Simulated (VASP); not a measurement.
B: relaxation of cell and atoms with PBE

Crystal: B.

```xyz
7
Lattice="2.4016 0.0000 0.0000 -1.2008 2.0799 0.0000 0.0000 0.0000 9.3120" Properties=species:S:1:pos:R:3 pbc="T T T"
B     1.2008    0.6933    6.0177
B     0.0000    0.0000    7.3424
B     1.2008    0.6933    8.6472
B     0.0000    1.3866    0.6648
B     0.0000    0.0000    1.9695
B     0.0000    1.3866    3.2942
B     0.0000    0.0000    4.6560
```

The cell was built from a structure type or drawn by symmetry, and may not be a known phase.

```json
{
 "Program": "VASP 6.6.1",
 "Task": "relaxation of cell and atoms",
 "Functional": "PBE",
 "Potentials or basis": "VASP PAW PBE potentials, release 64 (B)",
 "Cutoff": "600 eV",
 "k mesh": "12 × 12 × 2",
 "Occupations": "gaussian, width 0.1 eV",
 "Spin": "no spin polarisation",
 "Dipole correction": "no",
 "Further INCAR settings": "ALGO = Normal; EDIFF = 1e-06; IBRION = 2; EDIFFG = -0.04; NSW = 90; ISIF = 3"
}
```

```
Relaxed volume                        : 6.62 Å³/atom
Relaxed cell                          : a = 2.848 Å, b = 2.848 Å, c = 6.601 Å, α = 90.00°, β = 90.00°, γ = 120.00°
Space group after relaxing (to 0.1 Å) : P-3m1 (No. 164)
Energy gained by relaxing             : 936.0 meV/atom
Ionic steps                           : 27
Pressure after relaxing               : 0.0 GPa
Largest force after relaxing          : 0.033 eV/Å
Band gap on the k mesh                : zero (an odd number of electrons rules out a gap without spin polarisation)
```

Forces in eV/Å, atoms in the order of the input:
```
B    0.000  0.000  0.008
B    0.000  0.000  0.032
B    0.000  0.000  0.033
B    0.000  0.000 -0.033
B    0.000  0.000 -0.032
B    0.000  0.000 -0.008
B    0.000  0.000  0.000
```

Stress tensor (GPa, compression positive):
```
-0.08  0.00  0.00
 0.00 -0.08  0.00
 0.00  0.00  0.11
```

Step by step:
| step | energy change (eV) | largest force (eV/Å) | pressure (GPa) | volume (Å³) |
| --- | --- | --- | --- | --- |
| 1 | 0.0000 | 0.2393 | -1.22 | 46.51 |
| 2 | -0.0118 | 0.1795 | 0.77 | 46.17 |
| 3 | -0.0163 | 0.0845 | 2.81 | 45.85 |
| 4 | -0.0220 | 0.0622 | 2.59 | 45.97 |
| 5 | -0.0289 | 0.0579 | 1.91 | 46.22 |
| 6 | -0.0500 | 0.1031 | -0.08 | 46.70 |
| 7 | -0.2765 | 0.4420 | -4.19 | 47.63 |
| 8 | -1.4443 | 1.2721 | -12.77 | 49.30 |
| 9 | -4.0373 | 3.8351 | -9.35 | 51.82 |
| 10 | -3.8478 | 0.9747 | -14.51 | 51.24 |
| 11 | -4.0716 | 2.3920 | -12.07 | 51.60 |
| 12 | -4.0821 | 2.8110 | -11.29 | 51.68 |
| 13 | -4.2915 | 2.6934 | -11.11 | 51.24 |
| 14 | -4.9235 | 2.2492 | -9.88 | 49.92 |
| 15 | -6.0081 | 1.6872 | -3.93 | 47.26 |
| 16 | -5.6881 | 0.9320 | 28.49 | 41.86 |
| 17 | -6.3263 | 1.4087 | 5.75 | 45.15 |
| 18 | -6.3391 | 1.2202 | 9.18 | 44.51 |
| 19 | -6.4541 | 0.7273 | 2.94 | 45.17 |
| 20 | -6.4553 | 0.7129 | 2.30 | 45.24 |
| 21 | -6.5014 | 0.4657 | 1.19 | 45.62 |
| 22 | -6.5397 | 0.1107 | -0.23 | 46.30 |
| 23 | -6.5413 | 0.0997 | -0.51 | 46.47 |
| 24 | -6.5512 | 0.1257 | -1.02 | 46.52 |
| 25 | -6.5512 | 0.1215 | -0.98 | 46.51 |
| 26 | -6.5521 | 0.0547 | 0.22 | 46.34 |
| 27 | -6.5521 | 0.0333 | -0.02 | 46.37 |

Final structure:
```yaml
crystal:
  lattice:
    - [2.84822, 0.00000, 0.00000]
    - [-1.42411, 2.46663, 0.00000]
    - [0.00000, 0.00000, 6.60052]
  atoms:
    - { symbol: B, position: [0.66667, 0.33333, 0.66362] }
    - { symbol: B, position: [0.00000, 0.00000, 0.75488] }
    - { symbol: B, position: [0.66667, 0.33333, 0.91272] }
    - { symbol: B, position: [0.33333, 0.66667, 0.08728] }
    - { symbol: B, position: [0.00000, 0.00000, 0.24512] }
    - { symbol: B, position: [0.33333, 0.66667, 0.33638] }
    - { symbol: B, position: [0.00000, 0.00000, 0.50000] }
```

Levels at points of the mesh, in eV from the Fermi level:
```
           k point  band 7  band 8  band 9  band 10  band 11  band 12  band 13  band 14
(0.00, 0.00, 0.00)   -1.47   -0.63   -0.63     4.14     4.14     4.58     4.58     4.59
(0.50, 0.00, 0.00)   -4.86   -4.48   -2.79    -1.28    -0.44     0.12     2.94     3.43
(0.00, 0.00, 0.50)   -1.50   -0.49   -0.49     2.04     2.88     2.88     5.88     5.88
(0.50, 0.00, 0.50)   -5.67   -4.46   -3.84    -3.73     2.02     2.49     3.15     3.27
```

Run time: 4.3 min on 1 thread of Intel(R) Xeon(R) 6975P-C (Granite Rapids), with other jobs on the host, peak memory 0.18 GiB.

Caveat: a cell axis changed by over 15 % at a fixed basis, so the end point is rough.
